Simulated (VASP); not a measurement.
Wanted: the native input for a VASP 6.6.1 run.

| Item | Value |
| --- | --- |
| Task | relaxation of cell and atoms |
| Functional | PBE |
| Potentials or basis | VASP PAW PBE potentials, release 64 (Ir) |
| Cutoff | 600 eV |
| k mesh | 18 × 18 × 18 |
| Occupations | fermi-dirac, width 0.05 eV |
| Spin | no spin polarisation |
| Target pressure | 270 GPa |
| Dipole correction | no |
| Further INCAR settings | ALGO = Normal; EDIFF = 1e-06; IBRION = 2; EDIFFG = -0.005; NSW = 32; ISIF = 3 |

The structure of Ir lies in POSCAR:

```
Ir
1.0
   -2.1530115808      2.1530115808      1.1875903657
    2.1530115808     -2.1530115808      1.1875903657
    2.1530115808      2.1530115808     -1.1875903657
Ir
2
Direct
   -0.3750000000     -0.1250000000     -0.2500000000
    0.3750000000      0.1250000000      0.2500000000
```

These files were run (other wordings do the same):

INCAR

```
  PREC = Accurate
  ENCUT = 600
  EDIFF = 1E-6
  ISMEAR = -1
  SIGMA = 0.05
  LREAL = F
  LASPH = T
  NELM = 60
  ALGO = Normal
  ISIF = 3
  LWAVE = F
  LCHARG = F
  GGA = PE
  IBRION = 2
  NSW = 32
  EDIFFG = -0.005
  PSTRESS = 2700.0
```

KPOINTS

```
regular mesh
0
Gamma
  18 18 18
```

Potentials or basis: VASP PAW PBE potentials, release 64 (Ir).

Command:

```bash
$ cat potpaw_PBE.64/Ir/POTCAR > POTCAR
$ mpirun -np 1 vasp_std > vasp.out
```

Results of the run:

| Property | Result |
| --- | --- |
| Energy change on relaxing (the run minimises the enthalpy) | -0.4 meV/atom |
| Ionic steps | 6 |
| Pressure after relaxing | 270.0 GPa |
| Band gap on the k mesh | zero (bands 9 and 10 overlap by 4.66 eV) |

Caveat: the cell is relaxed towards a set pressure, so the run minimises the enthalpy, not the energy; spin-orbit coupling is left out, which moves the levels of the heavy elements.

Run time: 7.9 min on 1 thread of Oxide Virtual Turin-like Processor (shared host), peak memory 0.26 GiB.
